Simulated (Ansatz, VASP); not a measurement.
ZrNbTe3 in VASP and in Ansatz

```xyz
10
Lattice="7.1000 0.0000 0.0000 0.0000 3.7500 0.0000 -2.3337 0.0000 9.7959" Properties=species:S:1:pos:R:3 pbc="T T T"
Zr    3.9451    0.9375    4.8979
Zr    0.8211    2.8125    4.8979
Nb    4.0043    0.9375    1.3714
Nb    0.7620    2.8125    8.4244
Te    1.7750    0.9375    0.0000
Te    5.3250    2.8125    0.0000
Te    2.9717    2.8125    3.2620
Te    1.7946    0.9375    6.5338
Te   -0.5783    0.9375    3.2620
Te    5.3446    2.8125    6.5338
```

Alike in both runs: task relaxation of cell and atoms; functional PBE; k mesh 3 × 4 × 2; occupations gaussian, width 0.2 eV; no spin polarisation.

|  | VASP | Ansatz |
| --- | --- | --- |
| version | VASP 6.6.1 | Ansatz 0.2.0 |
| potentials or method | VASP PAW PBE potentials, release 64 (Zr_sv, Nb_sv, Te), cutoff 600 eV | scalar-relativistic, plane waves, PAW |
| valence electrons in the cell | 86 | 146 |

|  | VASP | Ansatz | Ansatz less VASP |
| --- | --- | --- | --- |
| gap on the k mesh at the Fermi level, each at its own relaxed structure (eV) | none | none | - |
| relaxed volume (Å³/atom) | 26.32 | 26.36 | +0.033 |
| relaxed length of the cell vector where the two differ most in proportion (Å) | 7.208 | 7.219 | +0.0111 |

A gap of «none» marks a metal or a gap that the smearing closes. VASP's potentials hold 86 valence electrons a cell and Ansatz's 146, so a difference there can come from the potentials and not from the codes.

The k mesh is coarse, so the values compare programs but aren't converged. Neither program's run includes spin-orbit coupling.
